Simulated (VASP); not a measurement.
# Cu (I4/mmm) in VASP: notebook

Cu is run at these levels: LDA; tasks: single point.

Program: VASP 6.6.1. These are calculated values, not measurements. Logs are shortened: lines on timing, memory, paths and dates and some standing lists are left out, and cuts for length are marked.

### 1 The cell of the first run

The typed cell holds 1 atom: a = 2.405 Å, b = 2.405 Å, c = 2.405 Å, α = 109.41°, β = 109.41°, γ = 109.58°.

This isn't the form of Cu at room conditions, which is fcc.

### 2 Single point, LDA (10.71 Å³/atom)

Contents of INCAR:

```
SYSTEM = Cu
ALGO     = Fast           ! electronic algorithm
EDIFF    = 1E-6           ! SCF threshold, eV
ENCUT    = 520            ! plane-wave cutoff, eV
GGA      = CA             ! functional
ISIF     = 2              ! what is computed and relaxed
ISMEAR   = 0              ! smearing method
LASPH    = .TRUE.         ! aspherical terms in the spheres
LCHARG   = .FALSE.        ! write CHGCAR
LREAL    = .FALSE.        ! projectors in reciprocal space
LWAVE    = .FALSE.        ! write WAVECAR
NBANDS   = 12             ! bands
NELM     = 60             ! most SCF steps
PREC     = Accurate       ! precision mode
SIGMA    = 0.15           ! smearing width, eV
```

Contents of KPOINTS:

```
k-points
0
G
  24 24 24
  0 0 0
```

Contents of POSCAR:

```
Cu
1.0
   -1.3896144936      1.3896144936      1.3866963031
    1.3896144936     -1.3896144936      1.3866963031
    1.3896144936      1.3896144936     -1.3866963031
Cu
1
Direct
    0.0000000000      0.0000000000      0.0000000000
```

Potentials or basis: VASP PAW LDA potentials, release 64 (Cu).

Run with:

```console
$ cat potpaw_LDA.64/Cu/POTCAR > POTCAR
$ mpirun -np 1 vasp_std > vasp.out
```

OUTCAR:

```text
SYSTEM = Cu
   EDIFF = 1E-6
   ENCUT = 520
   GGA = CA
   ISIF = 2
   ISMEAR = 0
   LASPH = .TRUE.
   LREAL = .FALSE.
   NELM = 60
   PREC = Accurate

 ion  position               nearest neighbor table
   1  0.000  0.000  0.000-

  LATTYP: Found a body centered tetragonal cell.
 ALAT       =     2.7792289872
 C/A-ratio  =     0.9979000000

  Lattice vectors:

 A1 = (  -1.3896144936,   1.3896144936,   1.3866963031)
 A2 = (   1.3896144936,  -1.3896144936,   1.3866963031)
 A3 = (   1.3896144936,   1.3896144936,  -1.3866963031)

Analysis of symmetry for initial positions (statically):
=====================================================================
 Subroutine PRICEL returns:
 Original cell was already a primitive cell.

 Routine SETGRP: Setting up the symmetry group for a
 body centered tetragonal supercell.

 Subroutine GETGRP returns: Found 16 space group operations
 (whereof 16 operations were pure point group operations)
 out of a pool of 16 trial point group operations.

The static configuration has the point symmetry D_4h.

Analysis of symmetry for dynamics (positions and initial velocities):
=====================================================================
 Subroutine PRICEL returns:
 Original cell was already a primitive cell.

 Routine SETGRP: Setting up the symmetry group for a
 body centered tetragonal supercell.

 Subroutine GETGRP returns: Found 16 space group operations
 (whereof 16 operations were pure point group operations)
 out of a pool of 16 trial point group operations.

The dynamic configuration has the point symmetry D_4h.

 Subroutine INISYM returns: Found 16 space group operations
 (whereof 16 operations are pure point group operations),
 and found     1 'primitive' translations

----------------------------------------------------------------------------------------

                                     Primitive cell

  volume of cell :      10.7110

  direct lattice vectors                    reciprocal lattice vectors
    -1.389614494  1.389614494  1.386696303     0.000000000  0.359812021  0.360569217
     1.389614494 -1.389614494  1.386696303     0.359812021  0.000000000  0.360569217
     1.389614494  1.389614494 -1.386696303     0.359812021  0.359812021  0.000000000

  length of vectors
     2.405199268  2.405199268  2.405199268     0.509386740  0.509386740  0.508851041

  position of ions in fractional coordinates (direct lattice)
     0.000000000  0.000000000  0.000000000

  ion indices of the primitive-cell ions
   primitive index   ion index
                 1           1

----------------------------------------------------------------------------------------

 KPOINTS: k-points

Automatic generation of k-mesh.
 Grid dimensions read from file:
 generate k-points for:   24   24   24

 Generating k-lattice:

  Cartesian coordinates                     Fractional coordinates (reciprocal lattice)
     0.000000000  0.014992168  0.015023717     0.041666667  0.000000000  0.000000000
     0.014992168  0.000000000  0.015023717     0.000000000  0.041666667  0.000000000
     0.014992168  0.014992168  0.000000000     0.000000000  0.000000000  0.041666667

  Length of vectors
     0.021224448  0.021224448  0.021202127

  Shift w.r.t. Gamma in fractional coordinates (k-lattice)
     0.000000000  0.000000000  0.000000000

 Subroutine IBZKPT returns following result:
 ===========================================

 Found   1063 irreducible k-points:

 Following reciprocal coordinates:
            Coordinates               Weight
  0.000000  0.000000  0.000000      1.000000
  0.041667 -0.000000  0.000000      8.000000
  0.083333 -0.000000  0.000000      8.000000
  0.125000 -0.000000  0.000000      8.000000
  0.166667 -0.000000  0.000000      8.000000
  0.208333 -0.000000  0.000000      8.000000
[... 16 lines left out ...]
  0.416667  0.041667  0.000000     16.000000
  0.458333  0.041667  0.000000     16.000000
 [... further k-points ...]
   k-points           NKPTS =   1063   k-points in BZ     NKDIM =   1063   number of bands    NBANDS=     12
   number of dos      NEDOS =    301   number of ions     NIONS =      1
   total plane-waves  NPLWV =   5832
   dimension x,y,z NGX =    18 NGY =   18 NGZ =   18
   dimension x,y,z NGXF=    36 NGYF=   36 NGZF=   36
   ions per type =               1
   NGX,Y,Z   is equivalent  to a cutoff of  12.44, 12.44, 12.44 a.u.
   NGXF,Y,Z  is equivalent  to a cutoff of  24.88, 24.88, 24.88 a.u.
 SYSTEM =  Cu
   PREC   = accura    normal or accurate (medium, high low for compatibility)
   ISTART =      0    job   : 0-new  1-cont  2-samecut
   ICHARG =      2    charge: 1-file 2-atom 10-const
   ISPIN  =      1    spin polarized calculation?
   LNONCOLLINEAR =      F non collinear calculations
   LSORBIT =      F    spin-orbit coupling
   LASPH  =      T    aspherical Exc in radial PAW
   ENCUT  =  520.0 eV  38.22 Ry    6.18 a.u.   4.47  4.47  4.47*2*pi/ulx,y,z
   NELM   =     60;   NELMIN=  2; NELMDL= -5     # of ELM steps
   EDIFF  = 0.1E-05   stopping-criterion for ELM
   LREAL  =      F    real-space projection
   EDIFFG = 0.1E-04   stopping-criterion for IOM
   NSW    =      0    number of steps for IOM
   IBRION =     -1    ionic relax: 0-MD 1-quasi-New 2-CG
   NFREE  =      0    steps in history (QN), initial steepest desc. (CG)
   ISIF   =      2    stress and relaxation
   ISYM   =      2    0-nonsym 1-usesym 2-fastsym
   POTIM  = 0.5000    time-step for ionic-motion
   TEBEG  =    0.0;   TEEND  =   0.0 temperature during run
   PSTRESS=    0.0 pullay stress
   NELECT =      11.0000    total number of electrons
   NUPDOWN=      -1.0000    fix difference up-down
   EMIN   =  10.00;   EMAX   =-10.00  energy-range for DOS
   EFERMI =   0.00;   METHOD = LEGACY
   ISMEAR =     0;   SIGMA  =   0.15  broadening in eV -4-tet -1-fermi 0-gaus
   EFERMI_NEDOS =   21; number of points for ismear=-14 and -15
   IALGO  =     68    algorithm
   IMIX   =      4    mixing-type and parameters
     AMIX     =   0.40;   BMIX     =  1.00
     AMIX_MAG =   1.60;   BMIX_MAG =  1.00
  volume/ion in A,a.u.               =      10.71        72.28
  Fermi-wavevector in a.u.,A,eV,Ry     =   1.651692  3.121245 37.117868  2.728086
  Thomas-Fermi vector in A             =   2.740428
   LORBIT       =      0    0 simple, 1 ext, 2 COOP (PROOUT), +10 PAW based schemes
   GGA     = CA    functional components
   LHFCALC =     F    Hartree Fock is set to
   AEXX    =    0.0000 exact exchange contribution
   IVDW    =     0    specifies the selected vdW correction
   LEPSILON=     F    determine dielectric tensor
   LRPA    =     F    only Hartree local field effects (RPA)
 non-spin polarized calculation
 RMM-DIIS sequential band-by-band and
 Gauss-broadening in eV      SIGMA  =   0.15
  energy-cutoff  :      520.00
  volume of cell :       10.71
 maximum number of plane-waves:       321
 NGX is ok and might be reduce to    18
   NGX =  9   NGY =  9   NGZ =  9

 number of electron      11.0000020 magnetization

 Free energy of the ion-electron system (eV)
  ---------------------------------------------------
  ext. energy  EPLUGINS =         0.00000000
  ---------------------------------------------------
  free energy    TOTEN  =        -4.66506305 eV

  energy without entropy =       -4.66096696  energy(sigma->0) =       -4.66301500

 E-fermi :   8.6429     XC(G=0): -13.6859

 val. band max:        8.6417543996   @ k =   0.5000   0.3333   0.0417
 cond. band min:       8.6436233026   @ k =  -0.2083  -0.3333   0.0833
 fundamental gap:      0.0018689030
 Fermi energy:         8.6429316113

 k-point     1 :       0.0000    0.0000    0.0000
  band No.  band energies     occupation
      1      -1.4823      2.00000
      2       5.1390      2.00000
      3       5.1484      2.00000
      4       5.1484      2.00000
      5       6.3311      2.00000
      6       6.3410      2.00000
      7      34.6856      0.00000
      8      34.6856      0.00000
      9      34.7352      0.00000
     10      39.1829      0.00000
     11      39.2170      0.00000
     12      39.2268      0.00000

 k-point     2 :       0.0417   -0.0000    0.0000
  band No.  band energies     occupation
      1      -1.4103      2.00000
      2       5.1284      2.00000
      3       5.1479      2.00000
      4       5.1742      2.00000
      5       6.3221      2.00000
      6       6.3361      2.00000
      7      33.9587      0.00000
      8      34.5281      0.00000
      9      34.5477      0.00000
     10      37.9903      0.00000
     11      37.9968      0.00000
     12      38.0514      0.00000

 k-point     3 :       0.0833   -0.0000    0.0000
  band No.  band energies     occupation
      1      -1.1958      2.00000
      2       5.0854      2.00000
      3       5.1442      2.00000
      4       5.2625      2.00000
      5       6.2828      2.00000
      6       6.3386      2.00000
      7      32.1605      0.00000
      8      33.9699      0.00000
      9      34.1363      0.00000
     10      36.4476      0.00000
     11      37.0144      0.00000
     12      37.4747      0.00000

 k-point     4 :       0.1250   -0.0000    0.0000
  band No.  band energies     occupation
      1      -0.8436      2.00000
      2       5.0170      2.00000
      3       5.1326      2.00000
      4       5.4058      2.00000
      5       6.2301      2.00000
      6       6.3449      2.00000
      7      29.9568      0.00000
      8      33.0201      0.00000
      9      33.6482      0.00000
     10      34.9558      0.00000
     11      36.3094      0.00000
     12      37.5182      0.00000

 k-point     5 :       0.1667   -0.0000    0.0000
  band No.  band energies     occupation
      1      -0.3633      2.00000
      2       4.9285      2.00000
      3       5.1093      2.00000
      4       5.5972      2.00000
      5       6.1826      2.00000
      6       6.3544      2.00000
      7      27.6446      0.00000
      8      31.9343      0.00000
      9      33.1542      0.00000
     10      33.5441      0.00000
     11      35.7736      0.00000
     12      37.9678      0.00000
[... 228 lines left out ...]
      1       2.4847      2.00000
      2       4.4731      2.00000
      3       5.5217      2.00000
      4       6.2335      2.00000
      5       6.4599      2.00000
      6       6.8253      2.00000
      7      17.9130      0.00000
      8      27.3270      0.00000
      9      28.3540      0.00000
     10      32.1404      0.00000
     11      35.1925      0.00000
     12      41.7649      0.00000

 k-point    22 :       0.3750    0.0417    0.0000
  band No.  band energies     occupation
      1       2.8000      2.00000
      2       4.3996      2.00000
      3       5.9990      2.00000
      4       6.2991      2.00000
      5       6.5407      2.00000
      6       7.1307      2.00000
      7      16.1136      0.00000
      8      26.8370      0.00000
      9      27.7474      0.00000
     10      31.9389      0.00000
     11      35.1184      0.00000
     12      42.7033      0.00000

 k-point    23 :       0.4167    0.0417    0.0000
  band No.  band energies     occupation
      1       2.9447      2.00000
      2       4.3481      2.00000
      3       6.2317      2.00000
      4       6.3687      2.00000
      5       6.7964      2.00000
      6       7.5715      2.00000
      7      14.6110      0.00000
      8      26.4978      0.00000
      9      27.3348      0.00000
     10      31.8066      0.00000
     11      35.0826      0.00000
     12      43.3322      0.00000

 k-point    24 :       0.4583    0.0417    0.0000
  band No.  band energies     occupation
      1       2.9957      2.00000
      2       4.3217      2.00000
      3       6.2807      2.00000
      4       6.3892      2.00000
      5       6.9697      2.00000
      6       8.0500      2.00000
      7      13.6629      0.00000
      8      26.3230      0.00000
      9      27.1268      0.00000
     10      31.7413      0.00000
     11      35.0696      0.00000
     12      43.6192      0.00000

 [... further k-points ...]

------------------------ aborting loop because EDIFF is reached ----------------------------------------

  FORCE on cell =-STRESS in cart. coord.  units (eV):
  Direction    XX          YY          ZZ          XY          YZ          ZX
  --------------------------------------------------------------------------------------
  -------------------------------------------------------------------------------------
  Total        0.3610747      0.3610747      0.3605133      0.0000000      0.0000000      0.0000000
  in kB       54.0104246     54.0104246     53.9264513      0.0000000      0.0000000      0.0000000
  external PRESSURE =      53.9824335 kB  Pullay stress =       0.0000000 kB

 VOLUME and BASIS-vectors are now :
 -----------------------------------------------------------------------------
  energy-cutoff  :      520.00
  volume of cell :       10.71
      direct lattice vectors                 reciprocal lattice vectors
    -1.389614494  1.389614494  1.386696303     0.000000000  0.359812021  0.360569217
     1.389614494 -1.389614494  1.386696303     0.359812021  0.000000000  0.360569217
     1.389614494  1.389614494 -1.386696303     0.359812021  0.359812021  0.000000000

 POSITION                                       TOTAL-FORCE (eV/Angst)
 -----------------------------------------------------------------------------------
      0.00000      0.00000      0.00000         0.000000     -0.000000      0.000000
 -----------------------------------------------------------------------------------
    total drift:                                0.000000      0.000000      0.000000

  FREE ENERGIE OF THE ION-ELECTRON SYSTEM (eV)
  ---------------------------------------------------
  free  energy   TOTEN  =        -4.6650630469 eV

  energy  without entropy=       -4.6609669625  energy(sigma->0) =       -4.66301500
```

It took 67 s on 1 thread of Intel Xeon 6975P-C (Granite Rapids), shared host; peak memory 0.24 GiB.

Results:

```yaml
Free_energy: -4.6651 eV
Pressure: 5.4 GPa
Band_gap_on_the_k_mesh: zero (an odd number of electrons rules out a gap without spin polarisation)
```

Levels at points of the mesh, in eV from the Fermi level:
```
           k point  band 4  band 5  band 6  band 7  band 8  band 9
(0.00, 0.00, 0.00)   -3.49   -2.31   -2.30   26.04   26.04   26.09
(0.50, 0.00, 0.00)   -2.18   -1.46   -0.83    4.87   18.29   18.62
(0.50, 0.50, 0.00)   -2.18   -1.46   -0.85    4.85   18.34   18.68
(0.50, 0.50, 0.50)   -1.66   -1.66    8.54    8.54    8.63   14.44
```

Caveat: the cell stands under pressure.

### 3 Single point, LDA (10.27 Å³/atom)

This run uses another cell than the first one, of 10.27 Å³/atom.

Contents of INCAR:

```
SYSTEM = Cu
PREC = Accurate
ENCUT = 520
EDIFF = 1E-6
ISMEAR = 0
SIGMA = 0.15
LREAL = .False.
LASPH = .True.
NELM = 80
ALGO = Normal
ISIF = 2
LWAVE = .False.
LCHARG = .False.
NBANDS = 12
```

Contents of KPOINTS:

```
Automatic mesh
0
Gamma
  24 24 24
  0 0 0
```

Contents of POSCAR:

```
Cu
1.0
   -1.3842776683      1.3842776683      1.3403960662
    1.3842776683     -1.3842776683      1.3403960662
    1.3842776683      1.3842776683     -1.3403960662
Cu
1
Direct
    0.0000000000      0.0000000000      0.0000000000
```

Potentials or basis: VASP PAW LDA potentials, release 64 (Cu).

Run with:

```console
$ cat potpaw_LDA.64/Cu/POTCAR > POTCAR
$ mpirun -np 1 vasp_std > vasp.out
```

OUTCAR:

```text
SYSTEM = Cu
   PREC = Accurate
   ENCUT = 520
   EDIFF = 1E-6
   ISMEAR = 0
   LREAL = .False.
   LASPH = .True.
   NELM = 80
   ISIF = 2

 ion  position               nearest neighbor table
   1  0.000  0.000  0.000-

  LATTYP: Found a body centered tetragonal cell.
 ALAT       =     2.7685553366
 C/A-ratio  =     0.9683000000

  Lattice vectors:

 A1 = (  -1.3842776683,   1.3842776683,   1.3403960662)
 A2 = (   1.3842776683,  -1.3842776683,   1.3403960662)
 A3 = (   1.3842776683,   1.3842776683,  -1.3403960662)

Analysis of symmetry for initial positions (statically):
=====================================================================
 Subroutine PRICEL returns:
 Original cell was already a primitive cell.

 Routine SETGRP: Setting up the symmetry group for a
 body centered tetragonal supercell.

 Subroutine GETGRP returns: Found 16 space group operations
 (whereof 16 operations were pure point group operations)
 out of a pool of 16 trial point group operations.

The static configuration has the point symmetry D_4h.

Analysis of symmetry for dynamics (positions and initial velocities):
[... 169 lines left out ...]
      3       5.6435      2.00000
      4       5.6435      2.00000
      5       6.7625      2.00000
      6       6.9297      2.00000
      7      35.3853      0.00000
      8      35.3853      0.00000
      9      36.2334      0.00000
     10      40.1346      0.00000
     11      40.6409      0.00000
     12      40.6703      0.00000
[... 331 lines left out ...]
 k-point    24 :       0.4583    0.0417    0.0000
  band No.  band energies     occupation
      1       3.3220      2.00000
      2       4.6508      2.00000
      3       6.7955      2.00000
      4       6.9815      2.00000
      5       7.5367      2.00000
      6       8.6425      2.00000
      7      14.6337      0.00000
      8      27.0691      0.00000
      9      27.9321      0.00000
     10      32.6254      0.00000
     11      36.1992      0.00000
     12      44.9369      0.00000

 [... further k-points ...]

------------------------ aborting loop because EDIFF is reached ----------------------------------------

  FORCE on cell =-STRESS in cart. coord.  units (eV):
  Direction    XX          YY          ZZ          XY          YZ          ZX
  --------------------------------------------------------------------------------------
  -------------------------------------------------------------------------------------
  Total        0.9150274      0.9150274      0.9168378      0.0000000      0.0000000     -0.0000000
  in kB      142.6938067    142.6938067    142.9761321      0.0000000      0.0000000     -0.0000000
  external PRESSURE =     142.7879152 kB  Pullay stress =       0.0000000 kB

 VOLUME and BASIS-vectors are now :
 -----------------------------------------------------------------------------
  energy-cutoff  :      520.00
  volume of cell :       10.27
      direct lattice vectors                 reciprocal lattice vectors
    -1.384277668  1.384277668  1.340396066     0.000000000  0.361199210  0.373024073
     1.384277668 -1.384277668  1.340396066     0.361199210  0.000000000  0.373024073
     1.384277668  1.384277668 -1.340396066     0.361199210  0.361199210  0.000000000

 POSITION                                       TOTAL-FORCE (eV/Angst)
 -----------------------------------------------------------------------------------
      0.00000      0.00000      0.00000        -0.000000     -0.000000     -0.000000
 -----------------------------------------------------------------------------------
    total drift:                                0.000000     -0.000000      0.000000

  FREE ENERGIE OF THE ION-ELECTRON SYSTEM (eV)
  ---------------------------------------------------
  free  energy   TOTEN  =        -4.6393404692 eV

  energy  without entropy=       -4.6354903303  energy(sigma->0) =       -4.63741540
```

stdout:

```text
POSCAR found type information on POSCAR Cu
 POSCAR found :  1 types and       1 ions
 scaLAPACK will be used
 LDA part: xc-table for (Slater(with rela. corr.)+CA(PZ))
 , standard interpolation
 POSCAR, INCAR and KPOINTS ok, starting setup
 FFT: planning ... GRIDC
 FFT: planning ... GRID_SOFT
 FFT: planning ... GRID
 WAVECAR not read
 entering main loop
```

It took 48 s on 1 thread of AMD EPYC 9R45 (Zen 5), shared host; peak memory 0.2 GiB.

Results:

```yaml
Free_energy: -4.6393 eV
Pressure: 14.3 GPa
Band_gap_on_the_k_mesh: zero (an odd number of electrons rules out a gap without spin polarisation)
```

Levels at points of the mesh, in eV from the Fermi level:
| k point | band 4 | band 5 | band 6 | band 7 | band 8 | band 9 |
| --- | --- | --- | --- | --- | --- | --- |
| (0.00, 0.00, 0.00) | -3.61 | -2.49 | -2.32 | 26.13 | 26.13 | 26.98 |
| (0.50, 0.00, 0.00) | -2.20 | -1.49 | -0.87 | 5.24 | 18.36 | 18.86 |
| (0.50, 0.50, 0.00) | -2.30 | -1.51 | -1.15 | 4.86 | 19.23 | 19.91 |
| (0.50, 0.50, 0.50) | -1.72 | -1.68 | 8.32 | 8.32 | 9.66 | 14.44 |

Caveat: the cell stands under pressure.
